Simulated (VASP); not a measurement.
# Zn (P6_3/mmc) in VASP: a series of runs

The runs below take Zn through single point, with r2SCAN.

All numbers are computed with VASP 6.6.1; they aren't measurements. Logs are shortened: lines on timing, memory, paths and dates and some standing lists are left out, and cuts for length are marked.

**1. The cell of the first run**

It takes space group P6_3/mmc (No. 194, hexagonal). The conventional cell has a = 2.619 Å, b = 2.619 Å, c = 4.839 Å, α = 90.00°, β = 90.00°, γ = 120.00°. Zn (site symmetry -6m2) has 12 Zn at 2.62 to 2.85 Å within 3.5 Å.

**2. Single point, r2SCAN**

POSCAR

```
Zn
1.0
    2.6187264646      0.0000000000      0.0000000000
   -1.3093632323      2.2678836439      0.0000000000
    0.0000000000      0.0000000000      4.8388970683
Zn
2
Direct
    0.3333333333      0.6666666667      0.2500000000
    0.6666666667      0.3333333333      0.7500000000
```

INCAR.step1

```
SYSTEM = Zn
ALGO = Normal
EDIFF = 1E-4
ENCUT = 520
GGA = PE
ISMEAR = -1
LASPH = .TRUE.
LCHARG = .FALSE.
LREAL = .FALSE.
LWAVE = .TRUE.
NBANDS = 19
NELM = 60
PREC = Accurate
SIGMA = 0.1
```

INCAR.step2

```
SYSTEM = Zn
ALGO = Normal
EDIFF = 1E-6
ENCUT = 520
ISIF = 2
ISMEAR = -1
ISTART = 1
LASPH = .TRUE.
LCHARG = .FALSE.
LMIXTAU = .TRUE.
LREAL = .FALSE.
LWAVE = .FALSE.
METAGGA = R2SCAN
NBANDS = 19
NELM = 60
PREC = Accurate
SIGMA = 0.1
```

KPOINTS

```
k-points
0
G
  14 14 7
  0 0 0
```

Potentials or basis: VASP PAW PBE potentials, release 64 (Zn).

Run with:

```console
cat potpaw_PBE.64/Zn/POTCAR > POTCAR
cp INCAR.step1 INCAR
mpirun -np 1 vasp_std > vasp.out
cp INCAR.step2 INCAR
mpirun -np 1 vasp_std > vasp.out
```

OUTCAR:

```text
SYSTEM = Zn
   EDIFF = 1E-6
   ENCUT = 520
   ISIF = 2
   ISMEAR = -1
   ISTART = 1
   LASPH = .TRUE.
   LREAL = .FALSE.
   METAGGA = R2SCAN
   NELM = 60
   PREC = Accurate

 ion  position               nearest neighbor table
   1  0.333  0.667  0.250-   2 2.85   2 2.85   2 2.85   2 2.85   2 2.85   2 2.85
   2  0.667  0.333  0.750-   1 2.85   1 2.85   1 2.85   1 2.85   1 2.85   1 2.85

  LATTYP: Found a hexagonal cell.
 ALAT       =     2.6187264646
 C/A-ratio  =     1.8478054633

  Lattice vectors:

 A1 = (   2.6187264646,   0.0000000000,   0.0000000000)
 A2 = (  -1.3093632323,   2.2678836439,   0.0000000000)
 A3 = (   0.0000000000,   0.0000000000,   4.8388970683)

Analysis of symmetry for initial positions (statically):
=====================================================================
 Subroutine PRICEL returns:
 Original cell was already a primitive cell.

 Routine SETGRP: Setting up the symmetry group for a
 hexagonal supercell.

 Subroutine GETGRP returns: Found 24 space group operations
 (whereof 12 operations were pure point group operations)
 out of a pool of 24 trial point group operations.

The static configuration has the point symmetry D_3d.
 The point group associated with its full space group is D_6h.

Analysis of symmetry for dynamics (positions and initial velocities):
=====================================================================
 Subroutine PRICEL returns:
 Original cell was already a primitive cell.

 Routine SETGRP: Setting up the symmetry group for a
 hexagonal supercell.

 Subroutine GETGRP returns: Found 24 space group operations
 (whereof 12 operations were pure point group operations)
 out of a pool of 24 trial point group operations.

The dynamic configuration has the point symmetry D_3d.
 The point group associated with its full space group is D_6h.

 Subroutine INISYM returns: Found 24 space group operations
 (whereof 12 operations are pure point group operations),
 and found     1 'primitive' translations

----------------------------------------------------------------------------------------

                                     Primitive cell

  volume of cell :      28.7380

  direct lattice vectors                    reciprocal lattice vectors
     2.618726465  0.000000000  0.000000000     0.381865007  0.220469865  0.000000000
    -1.309363232  2.267883644  0.000000000     0.000000000  0.440939729  0.000000000
     0.000000000  0.000000000  4.838897068     0.000000000  0.000000000  0.206658663

  length of vectors
     2.618726465  2.618726465  4.838897068     0.440939729  0.440939729  0.206658663

  position of ions in fractional coordinates (direct lattice)
     0.333333333  0.666666667  0.250000000
     0.666666667  0.333333333  0.750000000

  ion indices of the primitive-cell ions
   primitive index   ion index
                 1           1
                 2           2

----------------------------------------------------------------------------------------

 KPOINTS: k-points

Automatic generation of k-mesh.
 Grid dimensions read from file:
 generate k-points for:   14   14    7

 Generating k-lattice:

  Cartesian coordinates                     Fractional coordinates (reciprocal lattice)
     0.027276072  0.015747847  0.000000000     0.071428571  0.000000000  0.000000000
     0.000000000  0.031495695  0.000000000     0.000000000  0.071428571  0.000000000
     0.000000000  0.000000000  0.029522666     0.000000000  0.000000000  0.142857143

  Length of vectors
     0.031495695  0.031495695  0.029522666

  Shift w.r.t. Gamma in fractional coordinates (k-lattice)
     0.000000000  0.000000000  0.000000000

 Subroutine IBZKPT returns following result:
 ===========================================

 Found     96 irreducible k-points:

 Following reciprocal coordinates:
            Coordinates               Weight
  0.000000  0.000000  0.000000      1.000000
  0.071429 -0.000000  0.000000      6.000000
  0.142857  0.000000  0.000000      6.000000
  0.214286  0.000000  0.000000      6.000000
  0.285714  0.000000  0.000000      6.000000
  0.357143  0.000000  0.000000      6.000000
[... 16 lines left out ...]
  0.285714  0.285714  0.000000      6.000000
  0.357143  0.285714  0.000000      6.000000
 [... further k-points ...]
   k-points           NKPTS =     96   k-points in BZ     NKDIM =     96   number of bands    NBANDS=     19
   number of dos      NEDOS =    301   number of ions     NIONS =      2
   total plane-waves  NPLWV =  14400
   dimension x,y,z NGX =    20 NGY =   20 NGZ =   36
   dimension x,y,z NGXF=    40 NGYF=   40 NGZF=   72
   ions per type =               2
   NGX,Y,Z   is equivalent  to a cutoff of  12.70, 12.70, 12.37 a.u.
   NGXF,Y,Z  is equivalent  to a cutoff of  25.39, 25.39, 24.74 a.u.
 SYSTEM =  Zn
   PREC   = accura    normal or accurate (medium, high low for compatibility)
   ISTART =      1    job   : 0-new  1-cont  2-samecut
   ICHARG =      0    charge: 1-file 2-atom 10-const
   ISPIN  =      1    spin polarized calculation?
   LNONCOLLINEAR =      F non collinear calculations
   LSORBIT =      F    spin-orbit coupling
   LASPH  =      T    aspherical Exc in radial PAW
   ENCUT  =  520.0 eV  38.22 Ry    6.18 a.u.   4.87  4.87  9.00*2*pi/ulx,y,z
   NELM   =     60;   NELMIN=  2; NELMDL=  0     # of ELM steps
   EDIFF  = 0.1E-05   stopping-criterion for ELM
   LREAL  =      F    real-space projection
   EDIFFG = 0.1E-04   stopping-criterion for IOM
   NSW    =      0    number of steps for IOM
   IBRION =     -1    ionic relax: 0-MD 1-quasi-New 2-CG
   NFREE  =      0    steps in history (QN), initial steepest desc. (CG)
   ISIF   =      2    stress and relaxation
   ISYM   =      2    0-nonsym 1-usesym 2-fastsym
   POTIM  = 0.5000    time-step for ionic-motion
   TEBEG  =    0.0;   TEEND  =   0.0 temperature during run
   PSTRESS=    0.0 pullay stress
   NELECT =      24.0000    total number of electrons
   NUPDOWN=      -1.0000    fix difference up-down
   EMIN   =  10.00;   EMAX   =-10.00  energy-range for DOS
   EFERMI =   0.00;   METHOD = LEGACY
   ISMEAR =    -1;   SIGMA  =   0.10  broadening in eV -4-tet -1-fermi 0-gaus
   EFERMI_NEDOS =   21; number of points for ismear=-14 and -15
   IALGO  =     38    algorithm
   IMIX   =      4    mixing-type and parameters
     AMIX     =   0.40;   BMIX     =  1.00
     AMIX_MAG =   1.60;   BMIX_MAG =  1.00
  volume/ion in A,a.u.               =      14.37        96.97
  Fermi-wavevector in a.u.,A,eV,Ry     =   1.541675  2.913343 32.337805  2.376762
  Thomas-Fermi vector in A             =   2.647587
   LORBIT       =      0    0 simple, 1 ext, 2 COOP (PROOUT), +10 PAW based schemes
   METAGGA = R2SCAN    functional components
   LHFCALC =     F    Hartree Fock is set to
   AEXX    =    0.0000 exact exchange contribution
   IVDW    =     0    specifies the selected vdW correction
   LEPSILON=     F    determine dielectric tensor
   LRPA    =     F    only Hartree local field effects (RPA)
 non-spin polarized calculation
  energy-cutoff  :      520.00
  volume of cell :       28.74
 maximum number of plane-waves:       796
 NGX is ok and might be reduce to    20
   NGX =  9   NGY =  9   NGZ = 17

 number of electron      24.0000039 magnetization

 Free energy of the ion-electron system (eV)
  ---------------------------------------------------
  ext. energy  EPLUGINS =         0.00000000
  ---------------------------------------------------
  free energy    TOTEN  =       -17.79881204 eV

  energy without entropy =      -17.78466263  energy(sigma->0) =      -17.79173734

 E-fermi :   3.3621     XC(G=0): -12.9832

 val. band max:        3.2633829177   @ k =   0.2143   0.1429   0.0000
 cond. band min:       3.4318041020   @ k =   0.2143   0.0000   0.1429
 fundamental gap:      0.1684211843
 Fermi energy:         3.3621259509

 k-point     1 :       0.0000    0.0000    0.0000
  band No.  band energies     occupation
      1      -7.9497      2.00000
      2      -5.8360      2.00000
      3      -5.0049      2.00000
      4      -4.7472      2.00000
      5      -4.7470      2.00000
      6      -4.6883      2.00000
[... 11 lines left out ...]
     18      24.0488      0.00000
     19      24.1162      0.00000

 k-point     2 :       0.0714   -0.0000    0.0000
  band No.  band energies     occupation
      1      -7.7854      2.00000
      2      -5.7630      2.00000
      3      -4.9886      2.00000
      4      -4.7637      2.00000
      5      -4.7075      2.00000
      6      -4.7068      2.00000
[... 11 lines left out ...]
     18      22.8973      0.00000
     19      25.5963      0.00000

 k-point     3 :       0.1429    0.0000    0.0000
  band No.  band energies     occupation
      1      -7.3036      2.00000
      2      -5.5768      2.00000
      3      -4.9622      2.00000
      4      -4.7985      2.00000
      5      -4.7243      2.00000
      6      -4.5948      2.00000
[... 11 lines left out ...]
     18      21.5939      0.00000
     19      22.9961      0.00000

 k-point     4 :       0.2143    0.0000    0.0000
  band No.  band energies     occupation
      1      -6.5595      2.00000
      2      -5.4000      2.00000
      3      -4.9295      2.00000
      4      -4.8383      2.00000
      5      -4.7919      2.00000
      6      -4.6098      2.00000
[... 11 lines left out ...]
     18      20.3713      0.00000
     19      20.6782      0.00000

 k-point     5 :       0.2857    0.0000    0.0000
  band No.  band energies     occupation
      1      -5.8142      2.00000
      2      -5.3875      2.00000
      3      -5.0255      2.00000
      4      -4.8273      2.00000
      5      -4.7140      2.00000
      6      -4.5865      2.00000
[... 11 lines left out ...]
     18      19.6649      0.00000
     19      21.6585      0.00000
[... 334 lines left out ...]
      2      -5.1931      2.00000
      3      -5.1077      2.00000
      4      -4.7916      2.00000
      5      -4.7257      2.00000
      6      -4.6357      2.00000
[... 11 lines left out ...]
     18      14.2773      0.00000
     19      15.5098      0.00000

 k-point    22 :       0.3571    0.2143    0.0000
  band No.  band energies     occupation
      1      -5.2434      2.00000
      2      -5.2178      2.00000
      3      -5.1240      2.00000
      4      -4.7730      2.00000
      5      -4.7070      2.00000
      6      -4.6256      2.00000
[... 11 lines left out ...]
     18      13.9383      0.00000
     19      15.1585      0.00000

 k-point    23 :       0.2857    0.2857    0.0000
  band No.  band energies     occupation
      1      -5.1847      2.00000
      2      -5.0940      2.00000
      3      -5.0276      2.00000
      4      -4.8033      2.00000
      5      -4.7684      2.00000
      6      -4.7029      2.00000
[... 11 lines left out ...]
     18      11.9286      0.00000
     19      13.6530      0.00000

 k-point    24 :       0.3571    0.2857    0.0000
  band No.  band energies     occupation
      1      -5.1764      2.00000
      2      -5.0567      2.00000
      3      -4.9943      2.00000
      4      -4.8025      2.00000
      5      -4.7785      2.00000
      6      -4.7647      2.00000
[... 11 lines left out ...]
     18      11.5490      0.00000
     19      13.1687      0.00000

 [... further k-points ...]
[... 5 lines left out ...]
  --------------------------------------------------------------------------------------
  -------------------------------------------------------------------------------------
  Total        0.1962132      0.1962132     -0.1016077      0.0000000     -0.0000000      0.0000000
  in kB       10.9390966     10.9390966     -5.6647367      0.0000000     -0.0000000      0.0000000
  external PRESSURE =       5.4044855 kB  Pullay stress =       0.0000000 kB

 VOLUME and BASIS-vectors are now :
 -----------------------------------------------------------------------------
  energy-cutoff  :      520.00
  volume of cell :       28.74
      direct lattice vectors                 reciprocal lattice vectors
     2.618726465  0.000000000  0.000000000     0.381865007  0.220469865  0.000000000
    -1.309363232  2.267883644  0.000000000     0.000000000  0.440939729  0.000000000
     0.000000000  0.000000000  4.838897068     0.000000000  0.000000000  0.206658663

 POSITION                                       TOTAL-FORCE (eV/Angst)
 -----------------------------------------------------------------------------------
     -0.00000      1.51192      1.20972         0.000000      0.000000      0.000000
      1.30936      0.75596      3.62917        -0.000000      0.000000      0.000000
 -----------------------------------------------------------------------------------
    total drift:                                0.000000     -0.000000      0.000000

  FREE ENERGIE OF THE ION-ELECTRON SYSTEM (eV)
  ---------------------------------------------------
  free  energy   TOTEN  =       -17.7988120446 eV

  energy  without entropy=      -17.7846626337  energy(sigma->0) =      -17.79173734
```

Wall time 2.7 min (1 thread of Intel Xeon Platinum 8259CL at 2.50GHz (Skylake/Cascade Lake), shared host); peak memory 0.17 GiB.

Results:

* Free energy: -17.7988 eV
* Pressure: 0.5 GPa
* Band gap on the k mesh: zero (band 12 reaches 4.88 eV, above the bottom of band 13 at 0.38 eV)

Stress tensor (GPa, compression positive):
```
 1.09  0.00  0.00
 0.00  1.09  0.00
 0.00  0.00 -0.57
```

Levels at points of the mesh, in eV from the Fermi level:
| k point | band 8 | band 9 | band 10 | band 11 | band 12 | band 13 | band 14 | band 15 | band 16 | band 17 |
| --- | --- | --- | --- | --- | --- | --- | --- | --- | --- | --- |
| (0.00, 0.00, 0.00) | -7.69 | -7.69 | -7.45 | -7.45 | -4.05 | -2.98 | 15.13 | 18.68 | 19.15 | 19.15 |
| (0.50, 0.00, 0.00) | -7.47 | -7.25 | -7.23 | -3.17 | -2.27 | 3.04 | 3.84 | 4.86 | 6.12 | 11.10 |

Caveat: the PAW data sets were made with another functional, which shifts forces and pressure a little.

**3. Single point, r2SCAN**

POSCAR is that of step 2.

INCAR.step1

```
ALGO = Normal
EDIFF = 1E-4
ENCUT = 520
GGA = PE
ISMEAR = -1
LASPH = True
LCHARG = False
LREAL = False
LWAVE = True
NBANDS = 19
NELM = 80
PREC = Accurate
SIGMA = 0.1
```

INCAR.step2

```
ALGO = Normal
EDIFF = 1E-7
ENCUT = 520
ISIF = 2
ISMEAR = -1
ISTART = 1
LASPH = True
LCHARG = True
LELF = True
LMIXTAU = True
LREAL = False
LVHAR = True
LWAVE = False
METAGGA = R2SCAN
NBANDS = 19
NELM = 80
PREC = Accurate
SIGMA = 0.1
```

KPOINTS

```
k-points
0
Gamma
  14 14 7
```

Potentials or basis: VASP PAW PBE potentials, release 64 (Zn).

Run with:

```console
cat potpaw_PBE.64/Zn/POTCAR > POTCAR
cp INCAR.step1 INCAR
mpirun -np 1 vasp_std > vasp.out
cp INCAR.step2 INCAR
mpirun -np 1 vasp_std > vasp.out
```

Wall time 3.1 min (1 thread of Intel Xeon Platinum 8259CL at 2.50GHz (Skylake/Cascade Lake), shared host); peak memory 0.17 GiB.

Results (log left out):

```yaml
Free_energy: -17.7988 eV
Pressure: 0.5 GPa
Band_gap_on_the_k_mesh: zero (band 12 reaches 4.88 eV, above the bottom of band 13 at 0.38 eV)
```

Stress tensor (GPa, compression positive):
```
 1.10  0.00  0.00
 0.00  1.10  0.00
 0.00  0.00 -0.56
```

Levels at points of the mesh, in eV from the Fermi level:
| k point | band 10 | band 11 | band 12 | band 13 | band 14 | band 15 |
| --- | --- | --- | --- | --- | --- | --- |
| (0.00, 0.00, 0.00) | -7.45 | -7.45 | -4.05 | -2.98 | 15.13 | 18.68 |
| (0.50, 0.00, 0.00) | -7.23 | -3.17 | -2.27 | 3.04 | 3.84 | 4.86 |

Caveat: the PAW data sets were made with another functional, which shifts forces and pressure a little.

**4. Single point, r2SCAN**

POSCAR is that of step 3.

INCAR.step1

```
PREC     = Accurate       # precision mode
ENCUT    = 520            # plane-wave cutoff, eV
ISMEAR   = -1             # smearing method
SIGMA    = 0.01           # smearing width, eV
LREAL    = F              # projectors in reciprocal space
LASPH    = T              # aspherical terms in the spheres
NELM     = 100            # most SCF steps
NBANDS   = 19             # bands
GGA      = PE             # functional
ALGO     = Normal         # electronic algorithm
EDIFF    = 1E-4           # SCF threshold, eV
LWAVE    = T              # write WAVECAR
LCHARG   = F              # write CHGCAR
```

INCAR.step2

```
PREC     = Accurate       # precision mode
ENCUT    = 520            # plane-wave cutoff, eV
EDIFF    = 1E-6           # SCF threshold, eV
ISMEAR   = -1             # smearing method
SIGMA    = 0.01           # smearing width, eV
LREAL    = F              # projectors in reciprocal space
LASPH    = T              # aspherical terms in the spheres
NELM     = 100            # most SCF steps
ALGO     = Normal         # electronic algorithm
ISIF     = 2              # what is computed and relaxed
LWAVE    = F              # write WAVECAR
LCHARG   = F              # write CHGCAR
METAGGA  = R2SCAN         # meta-GGA
LMIXTAU  = T            
NBANDS   = 19             # bands
ISTART   = 1
```

KPOINTS

```
regular mesh
0
Gamma
  14 14 7
```

Run with:

```console
cat potpaw_PBE.64/Zn/POTCAR > POTCAR
cp INCAR.step1 INCAR
mpirun -np 1 vasp_std > vasp.out
cp INCAR.step2 INCAR
mpirun -np 1 vasp_std > vasp.out
```

It took 2.9 min on 1 thread of Intel Xeon Platinum 8259CL at 2.50GHz (Skylake/Cascade Lake), shared host; peak memory 0.17 GiB.

It converged, with:

```yaml
Free_energy: -17.7930 eV
Pressure: 0.5 GPa
Band_gap_on_the_k_mesh: zero (band 12 reaches 4.88 eV, above the bottom of band 13 at 0.38 eV)
```

Stress tensor (GPa, compression positive):
```
 1.38  0.00  0.00
 0.00  1.38  0.00
 0.00  0.00 -1.32
```

Levels at points of the mesh, in eV from the Fermi level:
| k point | band 8 | band 9 | band 10 | band 11 | band 12 | band 13 | band 14 | band 15 | band 16 | band 17 |
| --- | --- | --- | --- | --- | --- | --- | --- | --- | --- | --- |
| (0.00, 0.00, 0.00) | -7.61 | -7.61 | -7.37 | -7.37 | -3.97 | -2.90 | 15.21 | 18.76 | 19.24 | 19.24 |
| (0.50, 0.00, 0.00) | -7.38 | -7.17 | -7.15 | -3.09 | -2.18 | 3.12 | 3.93 | 4.94 | 6.20 | 11.18 |

Caveat: the PAW data sets were made with another functional, which shifts forces and pressure a little.

**5. Single point, r2SCAN**

POSCAR is that of step 4.

INCAR.step1

```
SYSTEM = Zn
  PREC = Accurate
  ENCUT = 520
  ISMEAR = -1
  SIGMA = 0.03
  LREAL = .False.
  LASPH = .True.
  NELM = 80
  NBANDS = 19
  GGA = PE
  ALGO = Normal
  EDIFF = 1E-4
  LWAVE = .True.
  LCHARG = .False.
```

INCAR.step2

```
SYSTEM = Zn
  PREC = Accurate
  ENCUT = 520
  EDIFF = 1E-6
  ISMEAR = -1
  SIGMA = 0.03
  LREAL = .False.
  LASPH = .True.
  NELM = 80
  ALGO = Normal
  ISIF = 2
  LWAVE = .False.
  LCHARG = .True.
  METAGGA = R2SCAN
  LMIXTAU = .True.
  LELF = .True.
  LVHAR = .True.
  NBANDS = 19
  ISTART = 1
```

KPOINTS

```
Automatic mesh
0
Gamma
  14 14 7
  0 0 0
```

Run with:

```console
cat potpaw_PBE.64/Zn/POTCAR > POTCAR
cp INCAR.step1 INCAR
mpirun -np 1 vasp_std > vasp.out
cp INCAR.step2 INCAR
mpirun -np 1 vasp_std > vasp.out
```

Wall time 2.5 min (1 thread of Intel Xeon Platinum 8259CL at 2.50GHz (Skylake/Cascade Lake), shared host); peak memory 0.17 GiB.

Results (log left out):

```yaml
Free_energy: -17.7933 eV
Pressure: 0.5 GPa
Band_gap_on_the_k_mesh: zero (band 12 reaches 4.88 eV, above the bottom of band 13 at 0.38 eV)
```

Stress tensor (GPa, compression positive):
```
 1.34  0.00  0.00
 0.00  1.34  0.00
 0.00  0.00 -1.26
```

Levels at points of the mesh, in eV from the Fermi level:
```
           k point  band 8  band 9  band 10  band 11  band 12  band 13  band 14  band 15  band 16  band 17
(0.00, 0.00, 0.00)   -7.65   -7.65    -7.41    -7.41    -4.01    -2.94    15.17    18.72    19.20    19.20
(0.50, 0.00, 0.00)   -7.42   -7.21    -7.19    -3.13    -2.23     3.08     3.89     4.90     6.16    11.14
```

Caveat: the PAW data sets were made with another functional, which shifts forces and pressure a little.

**6. The runs side by side**

| smearing | gap on the mesh (eV) | pressure (GPa) |
| --- | --- | --- |
| fermi-dirac 0.1 eV | none | 0.5 |
| fermi-dirac 0.01 eV | none | 0.5 |
| fermi-dirac 0.03 eV | none | 0.5 |

Alike in all rows: task single point; level r2SCAN; potentials or basis VASP PAW PBE potentials, release 64 (Zn); no spin polarisation; cell as given; k mesh 14 × 14 × 7; cutoff (eV) 520.

Every run on the cell as given and a fine mesh finds a metal.

Caveats: the PAW data sets were made with another functional, which shifts forces and pressure a little.

Total energies depend on the potentials used, so only differences within one code and one set of settings carry meaning.
